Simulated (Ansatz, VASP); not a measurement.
# Two plane-wave programs on AlNi

Contents of INCAR:

```
SYSTEM = AlNi
PREC = Accurate ; ENCUT = 520
EDIFF = 1E-6 ; ISMEAR = 0
SIGMA = 0.15 ; LREAL = .FALSE.
LASPH = .TRUE. ; NELM = 80
ALGO = Fast ; ISIF = 2
LWAVE = .FALSE. ; LCHARG = .TRUE.
GGA = PS ; LELF = .TRUE.
LVHAR = .TRUE. ; NBANDS = 21
```

The input KPOINTS:

```
Automatic mesh
0
G
  12 12 12
  0 0 0
```

POSCAR

```
AlNi
1.0
    4.0426561744      0.0000000000      0.0000000000
    0.0000000000     -4.0426995768      0.0000000000
   -2.0213280872      2.0213497884     -2.8694088111
Al Ni
2 2
Direct
    0.0291789958      1.0413485538      1.0277665899
    0.5291789958      0.5413485538      1.0277665899
    0.2208210042      0.7086514462      0.4722334101
    0.7208210042      0.2086514462      0.4722334101
```

Input for Ansatz:

```yaml
crystal:
  lattice:
    - [4.0426561744, 0.0, 0.0]
    - [0.0, -4.0426995768, 0.0]
    - [-2.0213280872, 2.0213497884, -2.8694088111]
  atoms:
    - { symbol: Al, position: [0.0291789958, 1.0413485538, 1.0277665899] }
    - { symbol: Al, position: [0.5291789958, 0.5413485538, 1.0277665899] }
    - { symbol: Ni, position: [0.2208210042, 0.7086514462, 0.4722334101] }
    - { symbol: Ni, position: [0.7208210042, 0.2086514462, 0.4722334101] }
basis:
  ecutwfc: 420
kpoints:
  mp_grid: { grid: [12, 12, 12] }
hamiltonian:
  xc: pbesol
scf:
  occupations: { method: gaussian, width: 0.15 }
output:
  forces: true
  stress: true
  eigenvalues: true
```

Change from the starting cell: all Ni atoms moved 0.3 Å in one direction.

Alike in both runs: task single point; functional PBEsol; k mesh 12 × 12 × 12; occupations gaussian, width 0.15 eV; no spin polarisation.

|  | VASP | Ansatz |
| --- | --- | --- |
| version | VASP 6.6.1 | Ansatz 0.2.0 |
| potentials or method | VASP PAW PBE potentials, release 64 (Al, Ni), cutoff 520 eV | scalar-relativistic, plane waves, PAW |
| valence electrons in the cell | 26 | 42 |

|  | VASP | Ansatz | Ansatz less VASP |
| --- | --- | --- | --- |
| gap on the k mesh at the Fermi level (eV) | none | none | - |
| pressure (GPa) | 6.7 | 6.5 | -0.20 |
| traceless stress, the component that is largest in VASP (GPa) | 5.60 | 5.56 | -0.039 |
| rms of the force components (eV/Å) | 1.243 | 1.235 | -0.0079 |

VASP's potentials were made for PBE, not for PBEsol. Atom by atom the forces differ by 0.008 eV/Å (rms over components). A gap of «none» marks a metal or a gap that the smearing closes. VASP's potentials hold 26 valence electrons a cell and Ansatz's 42, so a difference there can come from the potentials and not from the codes.
